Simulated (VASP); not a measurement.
Runs of VASP 6.6.1 on MnS. It takes space group F-43m (No. 216, cubic). Conventional cell: a = 5.600 Å, b = 5.600 Å, c = 5.600 Å, α = 90.00°, β = 90.00°, γ = 90.00°. Within 3.2 Å of Mn (site symmetry -43m) lie 4 S at 2.42 Å. Within 3.2 Å of S (site symmetry -43m) lie 4 Mn at 2.42 Å. 

```tsv
spin	fixed moment (μB)	gap on the mesh (eV)	pressure (GPa)	moment (μB)
collinear, ferromagnetic start	-	0.85	4.5	(a)
collinear, ferromagnetic start	2.5	-	-12.3	2.50
off	-	none	-15.9	-
collinear, ferrimagnetic start	4.5	-	(b)	4.50
collinear, ferromagnetic start	1.25	-	-12.3	1.25
```

Alike in all rows: task single point; level PBE+U; potentials or basis VASP PAW PBE potentials, release 64 (Mn_pv, S); Mn d U = 3.0 eV; cell as given; k mesh 6 × 6 × 6; cutoff (eV) 520; smearing gaussian 0.05 eV.

Estimate the missing entries.

(a) 5.00; (b) 0.0.

Caveats: a cell with one magnetic atom can't hold antiferromagnetic order, which such compounds often take (some runs); the total moment is fixed, so each spin has its own Fermi level (some runs); U without spin polarisation on a metal has little footing (some runs).

A k mesh can miss the band edges.

A gap of «none» marks levels without a gap at the run's occupations.
